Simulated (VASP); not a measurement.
A run of VASP 6.6.1:

POSCAR

```
BePd
1.0
    2.7708050000      0.0000000000      0.0000000000
    0.0000000000      2.7708050000      0.0000000000
    0.0000000000      0.0000000000      2.8973900000
Be Pd
1 1
Direct
    0.0000000000      0.0000000000      0.0000000000
    0.5000000000      0.5000000000      0.5000000000
```

Contents of INCAR.step1:

```
SYSTEM = BePd
  ALGO = Normal
  EDIFF = 1E-4
  ENCUT = 520
  GGA = PE
  ISMEAR = 0
  LASPH = .TRUE.
  LCHARG = .FALSE.
  LREAL = .FALSE.
  LWAVE = .TRUE.
  NBANDS = 13
  NELM = 100
  PREC = Accurate
  SIGMA = 0.15
```

The input INCAR.step2:

```
SYSTEM = BePd
  ALGO = Normal
  EDIFF = 1E-7
  ENCUT = 520
  ISIF = 2
  ISMEAR = 0
  ISTART = 1
  LASPH = .TRUE.
  LCHARG = .FALSE.
  LMIXTAU = .TRUE.
  LREAL = .FALSE.
  LWAVE = .FALSE.
  METAGGA = R2SCAN
  NBANDS = 13
  NELM = 100
  PREC = Accurate
  SIGMA = 0.15
```

KPOINTS

```
k-points
0
G
  16 16 16
  0 0 0
```

Potentials or basis: VASP PAW PBE potentials, release 64 (Be, Pd).

Launch:

```sh
$ cat potpaw_PBE.64/Be/POTCAR potpaw_PBE.64/Pd/POTCAR > POTCAR
$ cp INCAR.step1 INCAR
$ mpirun -np 1 vasp_std > vasp.out
$ cp INCAR.step2 INCAR
$ mpirun -np 1 vasp_std > vasp.out
```

Hardware: 1 thread of Oxide Virtual Turin-like Processor (shared host).

Question: Estimate the wall time of this run.

Answer: Run time: 9.8 min on 1 thread of Oxide Virtual Turin-like Processor, on a shared host, peak memory 0.21 GiB. Counts: k points 405.
